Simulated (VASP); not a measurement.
Wanted: the native input for a VASP 6.6.1 run.

```
Task                   : single point
Functional             : PBE
Potentials or basis    : VASP PAW PBE potentials, release 64 (Si, Ge_d)
Cutoff                 : 520 eV
k mesh                 : 2 × 2 × 2
Occupations            : fermi-dirac, width 0.02 eV
Spin                   : no spin polarisation
Dipole correction      : no
Further INCAR settings : LREAL = Auto; ALGO = Normal; EDIFF = 1e-06; NBANDS = 53
```

The structure of Si16Ge (a cell with a defect) lies in POSCAR:

```
Si16Ge
1.0
    0.0000000000      5.4300000000      5.4300000000
    5.4300000000      0.0000000000      5.4300000000
    5.4300000000      5.4300000000      0.0000000000
Si Ge
16 1
Direct
    0.0172462247     -0.0522548803      0.0175622468
    0.1163270718      0.1127372007      0.1166712707
   -0.0279595764      0.0086177716      0.5097389503
    0.1163476980      0.1127314917      0.6543797422
   -0.0031018416      0.4922163904     -0.0027712707
    0.1406621547      0.5774906998      0.1409868324
   -0.0030956722      0.4922102210      0.5137848066
    0.1095710866      0.6375720074      0.6264926335
    0.5094088398      0.0086224678     -0.0276305709
    0.6540616022      0.1127420810      0.1166730203
    0.5094026703      0.0086242173      0.5097282689
    0.6072972376      0.1775758748      0.6076252302
    0.5134592081      0.4922251381     -0.0027752302
    0.6261641805      0.6375774401      0.1099041436
    0.4825569061      0.5517944751      0.4828896869
    0.6261666667      0.6375764273      0.6264847145
    0.2793706262      1.1613348987      0.2796988029
```

One way to write it, as run:

INCAR

```
SYSTEM = Si16Ge
PREC = Accurate
ENCUT = 520
EDIFF = 1E-6
ISMEAR = -1
SIGMA = 0.02
LREAL = Auto
LASPH = .TRUE.
NELM = 100
ALGO = Normal
ISIF = 2
LWAVE = .FALSE.
LCHARG = .TRUE.
GGA = PE
LELF = .TRUE.
LVHAR = .TRUE.
NBANDS = 53
```

KPOINTS

```
regular mesh
0
G
  2 2 2
  0 0 0
```

Potentials or basis: VASP PAW PBE potentials, release 64 (Si, Ge_d).

The run is started by

```bash
$ cat potpaw_PBE.64/Si/POTCAR potpaw_PBE.64/Ge_d/POTCAR > POTCAR
$ mpirun -np 1 vasp_std > vasp.out
```

Results of the run:

```yaml
Pressure: 6.0 GPa
Largest_force: 0.726 eV/Å
Band_gap_on_the_k_mesh: zero (band 39 reaches 6.90 eV, above the bottom of band 40 at 6.75 eV)
```

Caveat: the k points lie up to 0.50 Å⁻¹ apart.

It took 4.9 min on 1 thread of Intel Xeon 6975P-C (shared host), peak memory 0.49 GiB.
